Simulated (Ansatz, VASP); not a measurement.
**Two plane-wave programs on Sb**

File INCAR:

```
PREC = Accurate ; ENCUT = 520
EDIFF = 1E-8 ; ISMEAR = -1
SIGMA = 0.05 ; LREAL = False
LASPH = True ; NELM = 150
ALGO = Normal ; ISIF = 2
LWAVE = False ; LCHARG = False
MAGMOM = 0 0 0 0 0 0 ; LORBIT = 11
LSORBIT = True ; GGA_COMPAT = False
LORBMOM = True ; GGA = PE
LEFG = True ; NBANDS = 22
```

The input KPOINTS:

```
Automatic mesh
0
Gamma
  12 12 7
```

File POSCAR:

```
Sb
1.0
    3.3690001795      0.0000000000      0.0000000000
   -1.6845000898      2.9176397408      0.0000000000
    0.0000000000      0.0000000000      5.3300000000
Sb
2
Direct
    0.3333333333      0.6666666667      0.2500000000
    0.6666666667      0.3333333333      0.7500000000
```

Input for Ansatz:

```yaml
crystal:
  lattice:
    - [3.3690001795, 0.0, 0.0]
    - [-1.6845000898, 2.9176397408, 0.0]
    - [0.0, 0.0, 5.33]
  atoms:
    - { symbol: Sb, position: [0.3333333333, 0.6666666667, 0.25] }
    - { symbol: Sb, position: [0.6666666667, 0.3333333333, 0.75] }
kpoints:
  mp_grid: { grid: [12, 12, 7] }
  band_path:
    path:
      - [0.0, 0.0, 0.0]
      - [0.5, 0.0, 0.0]
      - [0.3333333333, 0.3333333333, 0.0]
      - [0.0, 0.0, 0.0]
      - [0.0, 0.0, 0.5]
      - [0.5, 0.0, 0.5]
      - [0.3333333333, 0.3333333333, 0.5]
      - [0.0, 0.0, 0.5]
      - [0.5, 0.0, 0.5]
    npoints: 5
scf:
  occupations: { method: fermi_dirac, width: 0.05 }
hamiltonian:
  xc: pbe
  pseudopotentials: { kind: paw_fr }
output:
  forces: true
  stress: true
  eigenvalues: true
  efg: { contact_densities: true }
magnetization:
  noncollinear: true
  spin_orbit: true
```

Alike in both runs: task electric field gradients; functional PBE; k mesh 12 × 12 × 7; occupations fermi-dirac, width 0.05 eV; non-collinear spin, spin-orbit coupling.

|  | VASP | Ansatz |
| --- | --- | --- |
| version | VASP 6.6.1 | Ansatz 0.2.0 |
| potentials or method | VASP PAW PBE potentials, release 64 (Sb) | PAW with Ansatz's default frozen-core files, fully relativistic files with spin-orbit coupling |
| plane-wave cutoff (eV) | 520 | 420 |
| valence electrons in the cell | 10 | 30 |

Ansatz gave:

| Property | Result |
| --- | --- |
| pressure (GPa) | 3.1 |
| traceless stress, the component that is largest in VASP (GPa) | -0.70 |
| size of Vzz on the site where it differs most (V/Å²) | 25.7 |

**Question.** What did VASP give for the same quantities?

**Answer.** Pressure (GPa): 3.0; traceless stress, the component that is largest in VASP (GPa): -0.71; size of Vzz on the site where it differs most (V/Å²): 23.5.

VASP's potentials hold 10 valence electrons a cell and Ansatz's 30, so a difference there can come from the potentials and not from the codes.
